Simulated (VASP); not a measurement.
# Ta2NbO2 (I4/mmm) in VASP: a series of runs, part 2 of 2

VASP 6.6.1. The steps go on from the part before.

## (3) Single point, PBE

This run uses another cell than the first one, of 13.93 Å³/atom, 1.092 times its volume.

INCAR reads:

```
PREC = Accurate ; ENCUT = 520
EDIFF = 1E-6 ; ISMEAR = 0
SIGMA = 0.1 ; LREAL = F
LASPH = T ; NELM = 60
ALGO = Normal ; ISIF = 2
LWAVE = F ; LCHARG = F
GGA = PE ; NBANDS = 32
```

KPOINTS reads:

```
regular mesh
0
Gamma
  6 6 6
```

POSCAR reads:

```
Ta2NbO2
1.0
   -1.6886432206      1.6886432206      6.1060328028
    1.6886432206     -1.6886432206      6.1060328028
    1.6886432206      1.6886432206     -6.1060328028
Ta Nb O
2 1 2
Direct
    0.6425202940      0.6425202940      0.0000000000
    0.3574797060      0.3574797060      0.0000000000
    0.0000000000      0.0000000000      0.0000000000
    0.7500000000      0.2500000000      0.5000000000
    0.2500000000      0.7500000000      0.5000000000
```

Potentials or basis: VASP PAW PBE potentials, release 64 (Ta_pv, Nb_sv, O).

On the command line:

```console
$ cat potpaw_PBE.64/Ta_pv/POTCAR potpaw_PBE.64/Nb_sv/POTCAR potpaw_PBE.64/O/POTCAR > POTCAR
$ mpirun -np 1 vasp_std > vasp.out
```

Run time: 4.9 min. Hardware: 1 thread of AMD EPYC 7R43 (Zen 3), shared host; peak memory 0.32 GiB.

It converged, with:

| Quantity | Value |
| --- | --- |
| Free energy | -49.2549 eV |
| Pressure | 0.3 GPa |
| Largest force | 0.084 eV/Å |

Forces on the atoms (eV/Å):
```
Ta   0.000  0.000 -0.084
Ta   0.000  0.000  0.084
Nb   0.000  0.000  0.000
O    0.000  0.000  0.000
O    0.000  0.000  0.000
```

Stress tensor (GPa, compression positive):
```
0.26 0.00 0.00
0.00 0.26 0.00
0.00 0.00 0.41
```

Levels at points of the mesh, in eV from the Fermi level:
```tsv
k point	band 20	band 21	band 22	band 23	band 24	band 25	band 26	band 27
(0.00, 0.00, 0.00)	-2.36	-1.11	0.39	0.68	0.74	0.74	1.10	2.25
(0.50, 0.00, 0.00)	-1.36	-1.11	-0.76	0.17	0.44	0.50	0.93	0.99
(0.50, 0.50, 0.00)	-1.78	-1.75	-1.49	-0.49	-0.48	-0.38	2.87	3.18
(0.50, 0.50, 0.50)	-2.21	-1.91	-0.26	0.95	0.96	0.96	1.67	2.80
```

Caveat: the k points lie up to 0.44 Å⁻¹ apart; spin-orbit coupling is left out, which moves the levels of the heavy elements; an odd number of electrons without spin polarisation forces a metal; a magnetic or distorted state may lie lower.

## (4) Single point, PBE

This run uses another cell than the first one, of 13.93 Å³/atom, 1.092 times its volume.

INCAR reads:

```
PREC = Accurate ; ENCUT = 600
EDIFF = 1E-6 ; ISMEAR = 0
SIGMA = 0.1 ; LREAL = F
LASPH = T ; NELM = 120
ALGO = Normal ; ISIF = 2
LWAVE = F ; LCHARG = F
GGA = PE ; NBANDS = 34
GGA_COMPAT = F
```

KPOINTS is that of step 3.

POSCAR is that of step 3.

Potentials or basis: VASP PAW PBE potentials, release 64 (Ta_sv_GW, Nb_sv, O).

On the command line:

```console
$ cat potpaw_PBE.64/Ta_sv_GW/POTCAR potpaw_PBE.64/Nb_sv/POTCAR potpaw_PBE.64/O/POTCAR > POTCAR
$ mpirun -np 1 vasp_std > vasp.out
```

OUTCAR:

```text
PREC = Accurate
   ENCUT = 600
   EDIFF = 1E-6
   ISMEAR = 0
   LREAL = F
   LASPH = T
   NELM = 120
   ISIF = 2
   GGA = PE

 ion  position               nearest neighbor table
   1  0.643  0.643  0.000-   5 2.14   4 2.14   4 2.14   5 2.14   3 2.96   3 2.96   3 2.96   3 2.96

   2  0.357  0.357  0.000-   4 2.14   5 2.14   5 2.14   4 2.14   3 2.96   3 2.96   3 2.96   3 2.96

   3  0.000  0.000  0.000-   1 2.96   1 2.96   1 2.96   2 2.96   1 2.96   2 2.96   2 2.96   2 2.96

[... 1087 lines left out ...]
     34      14.4012      0.00000

 [... further k-points ...]
[... 5 lines left out ...]
  --------------------------------------------------------------------------------------
  -------------------------------------------------------------------------------------
  Total       -0.1023460     -0.1023460     -0.0418629      0.0000000      0.0000000     -0.0000000
  in kB       -2.3544342     -2.3544342     -0.9630424      0.0000000      0.0000000     -0.0000000
  external PRESSURE =      -1.8906369 kB  Pullay stress =       0.0000000 kB

 VOLUME and BASIS-vectors are now :
 -----------------------------------------------------------------------------
  energy-cutoff  :      600.00
  volume of cell :       69.65
      direct lattice vectors                 reciprocal lattice vectors
    -1.688643221  1.688643221  6.106032803     0.000000000  0.296095702  0.081886229
     1.688643221 -1.688643221  6.106032803     0.296095702  0.000000000  0.081886229
     1.688643221  1.688643221 -6.106032803     0.296095702  0.296095702  0.000000000

 POSITION                                       TOTAL-FORCE (eV/Angst)
 -----------------------------------------------------------------------------------
      0.00000      0.00000      7.84650         0.000000      0.000000     -0.045131
      0.00000      0.00000      4.36557        -0.000000     -0.000000      0.045131
      0.00000      0.00000      0.00000         0.000000      0.000000      0.000000
     -0.00000      1.68864      3.05302         0.000000      0.000000      0.000000
      1.68864     -0.00000      3.05302         0.000000      0.000000      0.000000
 -----------------------------------------------------------------------------------
    total drift:                               -0.000000      0.000000      0.000000

  FREE ENERGIE OF THE ION-ELECTRON SYSTEM (eV)
  ---------------------------------------------------
  free  energy   TOTEN  =       -54.2992263356 eV

  energy  without entropy=      -54.2793782700  energy(sigma->0) =      -54.28930230
```

stdout:

```text
POSCAR found type information on POSCAR TaNbO
 POSCAR found :  3 types and       5 ions
 scaLAPACK will be used
 LDA part: xc-table for (Slater+PW92), standard interpolation
 POSCAR, INCAR and KPOINTS ok, starting setup
 FFT: planning ... GRIDC
 FFT: planning ... GRID_SOFT
 FFT: planning ... GRID
 WAVECAR not read
 entering main loop
```

Wall time 3.9 min (1 thread of Intel Xeon Platinum 8488C (Sapphire Rapids), shared host); peak memory 0.45 GiB.

What came out:

- Free energy: -54.2992 eV
- Pressure: -0.2 GPa
- Largest force: 0.045 eV/Å

Forces in eV/Å, atoms in the order of the input:
```
Ta   0.000  0.000 -0.045
Ta   0.000  0.000  0.045
Nb   0.000  0.000  0.000
O    0.000  0.000  0.000
O    0.000  0.000  0.000
```

Stress tensor (GPa, compression positive):
```
-0.24  0.00  0.00
 0.00 -0.24  0.00
 0.00  0.00 -0.10
```

Caveat: the k points lie up to 0.44 Å⁻¹ apart; spin-orbit coupling is left out, which moves the levels of the heavy elements; an odd number of electrons without spin polarisation forces a metal; a magnetic or distorted state may lie lower.

## (5) Overview

| potentials or basis | cell | cutoff (eV) | second run | gap on the mesh (eV) | pressure (GPa) | largest force (eV/Å) |
| --- | --- | --- | --- | --- | --- | --- |
| VASP PAW PBE potentials, release 64 (Ta_pv, Nb_sv, O) | a = 5.386 Å, angles 140.1, 140.1, 57.7°, 5 atoms | 520 | - | none | 35.3 | 17.00 |
| VASP PAW PBE potentials, release 64 (Ta_pv, Nb_sv, O) | a = 6.556 Å, angles 150.1, 150.1, 42.7°, 5 atoms | 520 | - | none | 0.3 | 0.08 |
| VASP PAW PBE potentials, release 64 (Ta_sv_GW, Nb_sv, O) | a = 6.556 Å, angles 150.1, 150.1, 42.7°, 5 atoms | 600 | valence_matched | none | -0.2 | 0.05 |

Alike in all rows: task single point; level PBE; no spin polarisation; k mesh 6 × 6 × 6; smearing gaussian 0.1 eV.

Caveats: all runs use coarse meshes; spin-orbit coupling is left out, which moves the levels of the heavy elements; an odd number of electrons without spin polarisation forces a metal; a magnetic or distorted state may lie lower.

Absolute energies hang on the potentials; compare differences alone.
